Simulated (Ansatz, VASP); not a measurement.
## Two plane-wave programs on BP

```
B P
1.0
     5.77784    0.00000    0.00000
     0.00000    6.24974    0.00000
     0.00000    0.00000    5.42632
B P
8 8
Direct
  0.83543 0.13450 0.42509
  0.83543 0.86550 0.92509
  0.16457 0.86550 0.57491
  0.16457 0.13450 0.07491
  0.66457 0.36550 0.92509
  0.33543 0.63450 0.07491
  0.66457 0.63450 0.42509
  0.33543 0.36550 0.57491
  0.16457 0.86550 0.92509
  0.83543 0.13450 0.07491
  0.16457 0.13450 0.42509
  0.83543 0.86550 0.57491
  0.33543 0.63450 0.42509
  0.33543 0.36550 0.92509
  0.66457 0.36550 0.57491
  0.66457 0.63450 0.07491
```

Alike in both runs: task single point; functional PBE; k mesh 4 × 4 × 4; occupations gaussian, width 0.1 eV; no spin polarisation.

|  | VASP | Ansatz |
| --- | --- | --- |
| version | VASP 6.6.1 | Ansatz 0.2.0 |
| potentials or method | VASP PAW PBE potentials, release 64 (B, P), cutoff 520 eV | scalar-relativistic, plane waves, PAW |
| valence electrons in the cell | 64 | 64 |

Ansatz gave:

* gap on the k mesh at the Fermi level (eV): 0.70
* least direct gap on the mesh (eV): 0.70
* pressure (GPa): 20.0
* traceless stress, the component that is largest in VASP (GPa): -3.07
* rms of the force components (eV/Å): 1.168

Task: What did VASP give for the same quantities?

Result: gap on the k mesh at the Fermi level (eV): 0.69; least direct gap on the mesh (eV): 0.69; pressure (GPa): 19.6; traceless stress, the component that is largest in VASP (GPa): -3.10; rms of the force components (eV/Å): 1.162.

Atom by atom the forces differ by 0.006 eV/Å (rms over components).
